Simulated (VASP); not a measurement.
# Be2C (Fm-3m) in VASP: notebook

The runs below take Be2C through relaxation of cell and atoms, with r2SCAN.

All numbers are computed with VASP 6.6.1; they aren't measurements. Logs are shortened: lines on timing, memory, paths and dates and some standing lists are left out, and cuts for length are marked.

## (1) The cell of the first run

It takes space group Fm-3m (No. 225, cubic). Conventional cell: a = 4.321 Å, b = 4.321 Å, c = 4.321 Å, α = 90.00°, β = 90.00°, γ = 90.00°. Be (site symmetry -43m) has 4 C at 1.87 Å and 6 Be at 2.16 Å within 2.5 Å. C (site symmetry m-3m) has 8 Be at 1.87 Å within 2.5 Å.

## (2) Relaxation of cell and atoms, r2SCAN, target pressure 4 GPa, at which the enthalpy is minimised

POSCAR

```
Be2C
1.0
    2.1604635391      2.1604635391      0.0000000000
   -2.1604635391      2.1604635391      0.0000000000
    0.0000000000      2.1604635391      2.1604635391
Be C
2 1
Direct
    0.2500000000      0.7500000000      0.5000000000
    0.7500000000      0.2500000000      0.5000000000
    0.0000000000      0.0000000000      0.0000000000
```

INCAR.step1

```
SYSTEM = Be2C
PREC = Accurate
ENCUT = 660
ISMEAR = 0
SIGMA = 0.01
LREAL = .False.
LASPH = .True.
NELM = 120
GGA = PE
ALGO = Normal
EDIFF = 1E-5
LWAVE = .True.
LCHARG = .False.
GGA_COMPAT = .False.
IBRION = 2
ISIF = 3
EDIFFG = -0.005
NELMIN = 4
NSW = 100
```

INCAR.step2

```
SYSTEM = Be2C
PREC = Accurate
ENCUT = 660
EDIFF = 1E-7
ISMEAR = 0
SIGMA = 0.01
LREAL = .False.
LASPH = .True.
NELM = 120
ALGO = Normal
ISIF = 3
LWAVE = .False.
LCHARG = .False.
METAGGA = R2SCAN
LMIXTAU = .True.
IBRION = 2
NSW = 100
EDIFFG = -0.002
PSTRESS = 40.0
ISTART = 1
GGA_COMPAT = .False.
NELMIN = 4
```

KPOINTS

```
Automatic mesh
0
Gamma
  10 10 10
  0 0 0
```

Potentials or basis: VASP PAW PBE potentials, release 64 (Be, C).

Command:

```console
cat potpaw_PBE.64/Be/POTCAR potpaw_PBE.64/C/POTCAR > POTCAR
cp INCAR.step1 INCAR
mpirun -np 1 vasp_std > vasp.out
cp INCAR.step2 INCAR
mpirun -np 1 vasp_std > vasp.out
```

OUTCAR:

```text
SYSTEM = Be2C
   PREC = Accurate
   ENCUT = 660
   EDIFF = 1E-7
   ISMEAR = 0
   LREAL = .False.
   LASPH = .True.
   NELM = 120
   ISIF = 3
   METAGGA = R2SCAN
   IBRION = 2
   NSW = 100
   EDIFFG = -0.002
   PSTRESS = 40.0
   ISTART = 1
   NELMIN = 4

 ion  position               nearest neighbor table
   1  0.250  0.750  0.500-   3 1.87   3 1.87   3 1.87   3 1.87   2 2.16   2 2.16   2 2.16   2 2.16
                             2 2.16   2 2.16
   2  0.750  0.250  0.500-   3 1.87   3 1.87   3 1.87   3 1.87   1 2.16   1 2.16   1 2.16   1 2.16
                             1 2.16   1 2.16
   3  0.000  0.000  0.000-   2 1.87   1 1.87   1 1.87   2 1.87   1 1.87   2 1.87   2 1.87   1 1.87

  LATTYP: Found a face centered cubic cell.
 ALAT       =     4.3209270782

  Lattice vectors:

 A1 = (   0.0000000000,   2.1604635391,   2.1604635391)
 A2 = (   2.1604635391,   0.0000000000,   2.1604635391)
 A3 = (   2.1604635391,   2.1604635391,   0.0000000000)

Analysis of symmetry for initial positions (statically):
=====================================================================
 Subroutine PRICEL returns:
 Original cell was already a primitive cell.

 Routine SETGRP: Setting up the symmetry group for a
 face centered cubic supercell.

 Subroutine GETGRP returns: Found 48 space group operations
 (whereof 48 operations were pure point group operations)
 out of a pool of 48 trial point group operations.

The static configuration has the point symmetry O_h .

Analysis of symmetry for dynamics (positions and initial velocities):
=====================================================================
 Subroutine PRICEL returns:
 Original cell was already a primitive cell.

 Routine SETGRP: Setting up the symmetry group for a
 face centered cubic supercell.

 Subroutine GETGRP returns: Found 48 space group operations
 (whereof 48 operations were pure point group operations)
 out of a pool of 48 trial point group operations.

The dynamic configuration has the point symmetry O_h .

 Subroutine INISYM returns: Found 48 space group operations
 (whereof 48 operations are pure point group operations),
 and found     1 'primitive' translations

----------------------------------------------------------------------------------------

                                     Primitive cell

  volume of cell :      20.1684

  direct lattice vectors                    reciprocal lattice vectors
     2.160463539  2.160463539  0.000000000     0.231431816  0.231431816 -0.231431816
    -2.160463539  2.160463539  0.000000000    -0.231431816  0.231431816 -0.231431816
     0.000000000  2.160463539  2.160463539     0.000000000  0.000000000  0.462863632

  length of vectors
     3.055356838  3.055356838  3.055356838     0.400851664  0.400851664  0.462863632

  position of ions in fractional coordinates (direct lattice)
     0.250000000  0.750000000  0.500000000
     0.750000000  0.250000000  0.500000000
     0.000000000  0.000000000  0.000000000

  ion indices of the primitive-cell ions
   primitive index   ion index
                 1           1
                 2           2
                 3           3

----------------------------------------------------------------------------------------

 KPOINTS: Automatic mesh

Automatic generation of k-mesh.
 Grid dimensions read from file:
 generate k-points for:   10   10   10

 Generating k-lattice:

  Cartesian coordinates                     Fractional coordinates (reciprocal lattice)
     0.023143182  0.023143182 -0.023143182     0.100000000  0.000000000  0.000000000
    -0.023143182  0.023143182 -0.023143182     0.000000000  0.100000000  0.000000000
     0.000000000  0.000000000  0.046286363     0.000000000  0.000000000  0.100000000

  Length of vectors
     0.040085166  0.040085166  0.046286363

  Shift w.r.t. Gamma in fractional coordinates (k-lattice)
     0.000000000  0.000000000  0.000000000

 Subroutine IBZKPT returns following result:
 ===========================================

 Found     47 irreducible k-points:

 Following reciprocal coordinates:
            Coordinates               Weight
  0.000000  0.000000  0.000000      1.000000
  0.100000  0.000000  0.000000      8.000000
  0.200000  0.000000  0.000000      8.000000
  0.300000  0.000000  0.000000      8.000000
  0.400000  0.000000  0.000000      8.000000
  0.500000  0.000000  0.000000      4.000000
[... 16 lines left out ...]
  0.300000  0.300000  0.000000     12.000000
  0.400000  0.300000  0.000000     24.000000
 [... further k-points ...]
   k-points           NKPTS =     47   k-points in BZ     NKDIM =     47   number of bands    NBANDS=      8
   number of dos      NEDOS =    301   number of ions     NIONS =      3
   total plane-waves  NPLWV =  21952
   dimension x,y,z NGX =    28 NGY =   28 NGZ =   28
   dimension x,y,z NGXF=    56 NGYF=   56 NGZF=   56
   ions per type =               2   1
   NGX,Y,Z   is equivalent  to a cutoff of  15.24, 15.24, 15.24 a.u.
   NGXF,Y,Z  is equivalent  to a cutoff of  30.47, 30.47, 30.47 a.u.
 SYSTEM =  Be2C
   PREC   = accura    normal or accurate (medium, high low for compatibility)
   ISTART =      1    job   : 0-new  1-cont  2-samecut
   ICHARG =      0    charge: 1-file 2-atom 10-const
   ISPIN  =      1    spin polarized calculation?
   LNONCOLLINEAR =      F non collinear calculations
   LSORBIT =      F    spin-orbit coupling
   LASPH  =      T    aspherical Exc in radial PAW
   ENCUT  =  660.0 eV  48.51 Ry    6.96 a.u.   6.40  6.40  6.40*2*pi/ulx,y,z
   NELM   =    120;   NELMIN=  4; NELMDL=  0     # of ELM steps
   EDIFF  = 0.1E-06   stopping-criterion for ELM
   LREAL  =      F    real-space projection
   EDIFFG = -.2E-02   stopping-criterion for IOM
   NSW    =    100    number of steps for IOM
   IBRION =      2    ionic relax: 0-MD 1-quasi-New 2-CG
   NFREE  =      1    steps in history (QN), initial steepest desc. (CG)
   ISIF   =      3    stress and relaxation
   ISYM   =      2    0-nonsym 1-usesym 2-fastsym
   POTIM  = 0.5000    time-step for ionic-motion
   TEBEG  =    0.0;   TEEND  =   0.0 temperature during run
   PSTRESS=   40.0 pullay stress
   NELECT =       8.0000    total number of electrons
   NUPDOWN=      -1.0000    fix difference up-down
   EMIN   =  10.00;   EMAX   =-10.00  energy-range for DOS
   EFERMI =   0.00;   METHOD = LEGACY
   ISMEAR =     0;   SIGMA  =   0.01  broadening in eV -4-tet -1-fermi 0-gaus
   EFERMI_NEDOS =   21; number of points for ismear=-14 and -15
   IALGO  =     38    algorithm
   IMIX   =      4    mixing-type and parameters
     AMIX     =   0.40;   BMIX     =  1.00
     AMIX_MAG =   1.60;   BMIX_MAG =  1.00
  volume/ion in A,a.u.               =       6.72        45.37
  Fermi-wavevector in a.u.,A,eV,Ry     =   1.202859  2.273073 19.685843  1.446869
  Thomas-Fermi vector in A             =   2.338628
   LORBIT       =      0    0 simple, 1 ext, 2 COOP (PROOUT), +10 PAW based schemes
   METAGGA = R2SCAN    functional components
   LHFCALC =     F    Hartree Fock is set to
   AEXX    =    0.0000 exact exchange contribution
   IVDW    =     0    specifies the selected vdW correction
   LEPSILON=     F    determine dielectric tensor
   LRPA    =     F    only Hartree local field effects (RPA)
 conjugate gradient relaxation of ions
 non-spin polarized calculation
 Gauss-broadening in eV      SIGMA  =   0.01
  energy-cutoff  :      660.00
  volume of cell :       20.17
 maximum number of plane-waves:       794
 NGX is ok and might be reduce to    28
   NGX = 13   NGY = 13   NGZ = 13

--------------------------------------- Ionic step        1  -------------------------------------------

 number of electron       8.0000000 magnetization

 Free energy of the ion-electron system (eV)
  ---------------------------------------------------
  ext. energy  EPLUGINS =         0.00000000
  ---------------------------------------------------
  free energy    TOTEN  =       -19.47585517 eV

  energy without entropy =      -19.47585517  energy(sigma->0) =      -19.47585517

------------------------ aborting loop because EDIFF is reached ----------------------------------------

  FORCE on cell =-STRESS in cart. coord.  units (eV):
  Direction    XX          YY          ZZ          XY          YZ          ZX
  --------------------------------------------------------------------------------------
  -------------------------------------------------------------------------------------
  Total        0.1000273      0.1000273      0.1000273      0.0000000      0.0000000      0.0000000
  in kB        7.9461789      7.9461789      7.9461789      0.0000000      0.0000000      0.0000000
  external PRESSURE =     -32.0538211 kB  Pullay stress =      40.0000000 kB

 VOLUME and BASIS-vectors are now :
 -----------------------------------------------------------------------------
  energy-cutoff  :      660.00
  volume of cell :       20.17
      direct lattice vectors                 reciprocal lattice vectors
     2.160463539  2.160463539  0.000000000     0.231431816  0.231431816 -0.231431816
    -2.160463539  2.160463539  0.000000000    -0.231431816  0.231431816 -0.231431816
     0.000000000  2.160463539  2.160463539     0.000000000  0.000000000  0.462863632
[... 48 lines left out ...]
  FREE ENERGIE OF THE ION-ELECTRON SYSTEM (eV)
  ---------------------------------------------------
  free  energy   TOTEN  =       -19.4688587206 eV

  energy  without entropy=      -19.4688587206  energy(sigma->0) =      -19.46885872

  enthalpy is  TOTEN    =       -18.9750726746 eV   P V=        0.4937860460

--------------------------------------- Ionic step        3  -------------------------------------------

 number of electron       8.0000000 magnetization

 Free energy of the ion-electron system (eV)
  ---------------------------------------------------
  ext. energy  EPLUGINS =         0.00000000
  ---------------------------------------------------
  free energy    TOTEN  =       -19.47137550 eV

  energy without entropy =      -19.47137550  energy(sigma->0) =      -19.47137550

 E-fermi :   7.9806     XC(G=0): -12.1104

 val. band max:        7.9156940894   @ k =   0.0000   0.0000   0.0000
 cond. band min:       9.4496663708   @ k =   0.5000   0.5000   0.0000
 fundamental gap:      1.5339722813
 Fermi energy:         7.9805907014

 k-point     1 :       0.0000    0.0000    0.0000
  band No.  band energies     occupation
      1      -8.1776      2.00000
      2       7.9157      2.00000
      3       7.9157      2.00000
      4       7.9157      2.00000
      5      12.5746      0.00000
      6      12.5746      0.00000
      7      12.5746      0.00000
      8      15.5584      0.00000

 k-point     2 :       0.1000    0.0000    0.0000
  band No.  band energies     occupation
      1      -8.0077      2.00000
      2       6.5314      2.00000
      3       7.6002      2.00000
      4       7.6002      2.00000
      5      13.0454      0.00000
      6      13.0454      0.00000
      7      13.4577      0.00000
      8      15.9634      0.00000
[... 221 lines left out ...]
 k-point    23 :       0.3000    0.3000    0.0000
  band No.  band energies     occupation
      1      -4.7778      2.00000
      2       0.3143      2.00000
      3       2.0714      2.00000
      4       4.8250      2.00000
      5      12.9297      0.00000
      6      18.3445      0.00000
      7      18.5732      0.00000
      8      18.8335      0.00000

 k-point    24 :       0.4000    0.3000    0.0000
  band No.  band energies     occupation
      1      -4.3671      2.00000
      2       0.0803      2.00000
      3       1.9773      2.00000
      4       4.0966      2.00000
      5      12.1942      0.00000
      6      18.1368      0.00000
      7      18.7984      0.00000
      8      19.7089      0.00000

 [... further k-points ...]
[... 5 lines left out ...]
  --------------------------------------------------------------------------------------
  -------------------------------------------------------------------------------------
  Total        0.4931182      0.4931182      0.4931182      0.0000000     -0.0000000      0.0000000
  in kB       39.7656254     39.7656254     39.7656254      0.0000000     -0.0000000      0.0000000
  external PRESSURE =      -0.2343746 kB  Pullay stress =      40.0000000 kB

 VOLUME and BASIS-vectors are now :
 -----------------------------------------------------------------------------
  energy-cutoff  :      660.00
  volume of cell :       19.87
      direct lattice vectors                 reciprocal lattice vectors
     2.149683925  2.149683925  0.000000000     0.232592333  0.232592333 -0.232592333
    -2.149683925  2.149683925 -0.000000000    -0.232592333  0.232592333 -0.232592333
     0.000000000  2.149683925  2.149683925    -0.000000000 -0.000000000  0.465184667

 POSITION                                       TOTAL-FORCE (eV/Angst)
 -----------------------------------------------------------------------------------
     -1.07484      3.22453      1.07484        -0.000000     -0.000000     -0.000000
      1.07484      3.22453      1.07484         0.000000      0.000000      0.000000
      0.00000      0.00000      0.00000        -0.000000      0.000000      0.000000
 -----------------------------------------------------------------------------------
    total drift:                                0.000000      0.000000     -0.000000

  FREE ENERGIE OF THE ION-ELECTRON SYSTEM (eV)
  ---------------------------------------------------
  free  energy   TOTEN  =       -19.4713754965 eV

  energy  without entropy=      -19.4713754965  energy(sigma->0) =      -19.47137550

  enthalpy is  TOTEN    =       -18.9753508784 eV   P V=        0.4960246181

 reached required accuracy - stopping structural energy minimisation
```

Wall time 90 s (1 thread of AMD EPYC 9R45 (Zen 5), shared host); peak memory 0.13 GiB.

Results:

- Free energy: -19.4714 eV
- Relaxed volume: 6.62 Å³/atom
- Relaxed cell: a = 3.040 Å, b = 3.040 Å, c = 3.040 Å, α = 60.00°, β = 60.00°, γ = 90.00°
- Space group after relaxing (to 0.1 Å): Fm-3m (No. 225)
- Energy change on relaxing (the run minimises the enthalpy): +1.5 meV/atom
- Ionic steps: 3
- Pressure after relaxing: 4.0 GPa
- Band gap on the k mesh: 1.53 eV (least direct gap 4.66 eV)

Step by step:
```tsv
step	energy change (eV)	largest force (eV/Å)	pressure (GPa)	volume (Å³)
1	0.0000	0.0000	0.79	20.17
2	0.0070	0.0000	4.97	19.78
3	0.0045	0.0000	3.98	19.87
```

Final structure:
```yaml
crystal:
  lattice:
    - [2.14968, 2.14968, 0.00000]
    - [-2.14968, 2.14968, 0.00000]
    - [0.00000, 2.14968, 2.14968]
  atoms:
    - { symbol: Be, position: [0.25000, 0.75000, 0.50000] }
    - { symbol: Be, position: [0.75000, 0.25000, 0.50000] }
    - { symbol: C, position: [0.00000, 0.00000, 0.00000] }
```

Caveat: the cell is relaxed towards a set pressure, so the run minimises the enthalpy, not the energy; the PAW data sets were made with another functional, which shifts forces and pressure a little.

[end of part 1 of 3]
